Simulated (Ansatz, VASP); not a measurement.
**Two plane-wave programs on Si**

Contents of INCAR:

```
ALGO = Normal
EDIFF = 1E-6
ENCUT = 520
GGA = PE
ISIF = 2
ISMEAR = 0
LASPH = True
LCHARG = True
LELF = True
LREAL = False
LVHAR = True
LWAVE = False
NBANDS = 11
NELM = 100
PREC = Accurate
SIGMA = 0.01
```

File KPOINTS:

```
k-points
0
Gamma
  8 8 8
```

The input POSCAR:

```
Si
1.0
    0.0000000000      2.7350468771      2.7350468771
    2.7350468771      0.0000000000      2.7350468771
    2.7350468771      2.7350468771      0.0000000000
Si
2
Direct
    0.7500000000      0.7500000000      0.7500000000
    0.5000000000      0.5000000000      0.5000000000
```

Input for Ansatz:

```yaml
crystal:
  lattice:
    - [0.0, 2.7350468771, 2.7350468771]
    - [2.7350468771, 0.0, 2.7350468771]
    - [2.7350468771, 2.7350468771, 0.0]
  atoms:
    - { symbol: Si, position: [0.75, 0.75, 0.75] }
    - { symbol: Si, position: [0.5, 0.5, 0.5] }
basis:
  ecutwfc: 420
  xc_grid: 2
kpoints:
  mp_grid: { grid: [8, 8, 8] }
  band_path: { path: [VBM, CBM], npoints: 2 }
hamiltonian:
  xc: pbe
scf:
  occupations: { method: gaussian, width: 0.01 }
output:
  forces: true
  stress: true
  eigenvalues: true
```

Alike in both runs: task single point; functional PBE; k mesh 8 × 8 × 8; occupations gaussian, width 0.01 eV; no spin polarisation.

|  | VASP | Ansatz |
| --- | --- | --- |
| version | VASP 6.6.1 | Ansatz 0.2.0 |
| potentials or method | VASP PAW PBE potentials, release 64 (Si), cutoff 520 eV | scalar-relativistic, plane waves, PAW |
| valence electrons in the cell | 8 | 8 |

```tsv
	VASP	Ansatz	Ansatz less VASP
gap on the k mesh at the Fermi level (eV)	0.65	0.65	-0.003
least direct gap on the mesh (eV)	2.56	2.55	-0.005
pressure (GPa)	-0.1	0.0	+0.08
```
